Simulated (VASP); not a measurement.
# MgO (Fm-3m) in VASP: notebook, part 3 of 3

VASP 6.6.1. The steps go on from the part before.

### 6 Vibrations by perturbation theory, LDA (volume scaled by 1.015)

INCAR

```
SYSTEM = MgO
ALGO = Normal ; EDIFF = 1E-8
ENCUT = 520 ; IBRION = 8
ISIF = 2 ; ISMEAR = 0
LASPH = .TRUE. ; LCHARG = .TRUE.
LREAL = .FALSE. ; LWAVE = .FALSE.
NBANDS = 11 ; NELM = 100
NSW = 1 ; PREC = Accurate
SIGMA = 0.01
```

KPOINTS

```
k-points
0
G
  10 10 10
  0 0 0
```

POSCAR

```
MgO
1.0
    0.0000000000      2.0899386132      2.0899386132
    2.0899386132      0.0000000000      2.0899386132
    2.0899386132      2.0899386132      0.0000000000
Mg O
1 1
Direct
    0.0000000000      0.0000000000      0.0000000000
    0.5000000000      0.5000000000      0.5000000000
```

Potentials or basis: VASP PAW LDA potentials, release 64 (Mg, O).

On the command line:

```sh
cat potpaw_LDA.64/Mg/POTCAR potpaw_LDA.64/O/POTCAR > POTCAR
mpirun -np 1 vasp_std > vasp.out
```

OUTCAR:

```text
SYSTEM = MgO
   EDIFF = 1E-8
   ENCUT = 520
   IBRION = 8
   ISIF = 2
   ISMEAR = 0
   LASPH = .TRUE.
   LREAL = .FALSE.
   NELM = 100
   NSW = 1
   PREC = Accurate

 ion  position               nearest neighbor table
   1  0.000  0.000  0.000-   2 2.09   2 2.09   2 2.09   2 2.09   2 2.09   2 2.09
   2  0.500  0.500  0.500-   1 2.09   1 2.09   1 2.09   1 2.09   1 2.09   1 2.09

  LATTYP: Found a face centered cubic cell.
 ALAT       =     4.1798772264

  Lattice vectors:

 A1 = (   0.0000000000,   2.0899386132,   2.0899386132)
 A2 = (   2.0899386132,   0.0000000000,   2.0899386132)
 A3 = (   2.0899386132,   2.0899386132,   0.0000000000)

Analysis of symmetry for initial positions (statically):
=====================================================================
 Subroutine PRICEL returns:
[... 566 lines left out ...]
  energy without entropy =       -0.35246069

------------------------ aborting loop because EDIFF is reached ----------------------------------------

 INTERNAL STRAIN TENSOR  FOR ION    2  DIRECTION 1   (eV/Angst):
 -----------------------------------------------------------------------------
    -0.00487 -0.00000  0.00000
    -0.00000  0.00712 -0.00000
     0.00000 -0.00000  0.00712

 INTERNAL STRAIN TENSOR FOR ION    2 for displacements in x,y,z  (eV/Angst):
          X           Y           Z          XY          YZ          ZX
  --------------------------------------------------------------------------------
  x     0.00000     0.00000     0.00000     0.00000     0.00000     0.00000
  y     0.00000     0.00000     0.00000     0.00000     0.00000     0.00000
  z     0.00000     0.00000     0.00000     0.00000     0.00000     0.00000

 SECOND DERIVATIVES (NOT SYMMETRIZED)
 ------------------------------------
               1X          1Y          1Z          2X          2Y          2Z
  1X    -5.674772    0.000000    0.000000    5.674772    0.000000    0.000000
  1Y     0.000000   -5.674772    0.000000    0.000000    5.674772    0.000000
  1Z     0.000000    0.000000   -5.674772    0.000000    0.000000    5.674772
  2X     5.685137    0.000000    0.000000   -5.685137    0.000000    0.000000
  2Y     0.000000    5.685137    0.000000    0.000000   -5.685137    0.000000
  2Z     0.000000    0.000000    5.685137    0.000000    0.000000   -5.685137

 Eigenvectors and eigenvalues of the dynamical matrix
 ----------------------------------------------------

   1 f  =   11.995978 THz    75.372953 2PiTHz  400.142756 cm-1    49.611357 meV
             X         Y         Z           dx          dy          dz
      0.000000  0.000000  0.000000    -0.561150    0.285739   -0.000000
      2.089939  2.089939  2.089939     0.692251   -0.352495    0.000000
[... 21 lines left out ...]
   6 f/i=    0.005354 THz     0.033642 2PiTHz    0.178598 cm-1     0.022143 meV
             X         Y         Z           dx          dy          dz
      0.000000  0.000000  0.000000     0.021688   -0.287408   -0.721380
      2.089939  2.089939  2.089939     0.017581   -0.232978   -0.584764

--------------------------------------------------------------------------------------------------------

 ELASTIC MODULI CONTR FROM IONIC RELAXATION (kBar)
 Direction    XX          YY          ZZ          XY          YZ          ZX
 --------------------------------------------------------------------------------
 XX           0.0000      0.0000      0.0000      0.0000      0.0000      0.0000
 YY           0.0000      0.0000      0.0000      0.0000      0.0000      0.0000
 ZZ           0.0000      0.0000      0.0000      0.0000      0.0000      0.0000
 XY           0.0000      0.0000      0.0000      0.0000      0.0000      0.0000
 YZ           0.0000      0.0000      0.0000      0.0000      0.0000      0.0000
 ZX           0.0000      0.0000      0.0000      0.0000      0.0000      0.0000
 --------------------------------------------------------------------------------
```

OSZICAR:

```text
N       E                     dE             d eps       ncg     rms          rms(c)
DAV:   1     0.115169677922E+02    0.11517E+02   -0.46980E+03  1170   0.652E+02
DAV:   2    -0.144760233741E+02   -0.25993E+02   -0.25558E+02  1181   0.137E+02
DAV:   3    -0.150163191202E+02   -0.54030E+00   -0.53997E+00  1244   0.166E+01
[... 34 lines left out ...]
RMM:   5    -0.352465162213E+00   -0.77161E-05   -0.43431E-06  3759   0.182E-02    0.139E-03
RMM:   6    -0.352465522407E+00   -0.36019E-06   -0.32506E-08  3837   0.146E-03    0.799E-04
RMM:   7    -0.352460785015E+00    0.47374E-05   -0.33976E-09  3807   0.322E-04    0.477E-05
RMM:   8    -0.352460642741E+00    0.14227E-06   -0.22138E-09  3908   0.672E-05    0.152E-05
RMM:   9    -0.352460694101E+00   -0.51361E-07   -0.21893E-09  3904   0.378E-05    0.194E-06
RMM:  10    -0.352460691245E+00    0.28561E-08   -0.22167E-09  2981   0.292E-05    0.445E-07
 Linear response finished
```

Wall time 44 s (1 thread of Intel Xeon Platinum 8259CL at 2.50GHz (Skylake/Cascade Lake), shared host); peak memory 0.18 GiB.

What came out:

| Property | Result |
| --- | --- |
| Highest phonon frequency at Γ, LO-TO splitting left out | 400 cm⁻¹ |

Phonon frequencies in cm⁻¹ (negative: imaginary):
```csv
q point,frequencies
"(0.000, 0.000, 0.000)",0 0 0 400 400 400
```

Caveat: the cell wasn't relaxed at this level first, which shifts response properties.
